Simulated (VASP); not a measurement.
Wanted: the native input for a VASP 6.6.1 run.

| Property | Result |
| --- | --- |
| Task | single point |
| Functional | LDA |
| Potentials or basis | VASP PAW LDA potentials, release 64 (Zn, O) |
| Cutoff | 520 eV |
| k mesh | 9 × 9 × 5 |
| Occupations | fermi-dirac, width 0.05 eV |
| Spin | no spin polarisation |
| Dipole correction | no |
| Further INCAR settings | ALGO = Normal; EDIFF = 1e-06; NBANDS = 26 |

The structure of ZnO (zincite) lies in POSCAR:

```
ZnO
1.0
    3.2274999067      0.0000000000      0.0000000000
   -1.6137499533      2.7950969099      0.0000000000
    0.0000000000      0.0000000000      5.1707703030
Zn O
2 2
Direct
    0.6666666667      0.3333333333      0.0000000000
    0.3333333333      0.6666666667      0.5000000000
    0.3333333333      0.6666666667      0.8790100000
    0.6666666667      0.3333333333      0.3790100000
```

This cell differs from its parent crystal: volume scaled by 0.98.

These files were run (other wordings do the same):

INCAR

```
SYSTEM = ZnO
PREC = Accurate
ENCUT = 520
EDIFF = 1E-6
ISMEAR = -1
SIGMA = 0.05
LREAL = .False.
LASPH = .True.
NELM = 80
ALGO = Normal
ISIF = 2
LWAVE = .False.
LCHARG = .False.
NBANDS = 26
```

KPOINTS

```
regular mesh
0
Gamma
  9 9 5
  0 0 0
```

Potentials or basis: VASP PAW LDA potentials, release 64 (Zn, O).

Command:

```console
$ cat potpaw_LDA.64/Zn/POTCAR potpaw_LDA.64/O/POTCAR > POTCAR
$ mpirun -np 1 vasp_std > vasp.out
```

It gave:

| Quantity | Value |
| --- | --- |
| Pressure | -3.2 GPa |
| Largest force | 0.063 eV/Å |
| Band gap on the k mesh | 0.78 eV, direct |

Wall time 55 s on 1 thread of Intel Xeon 8259CL, on a shared host, peak memory 0.16 GiB.
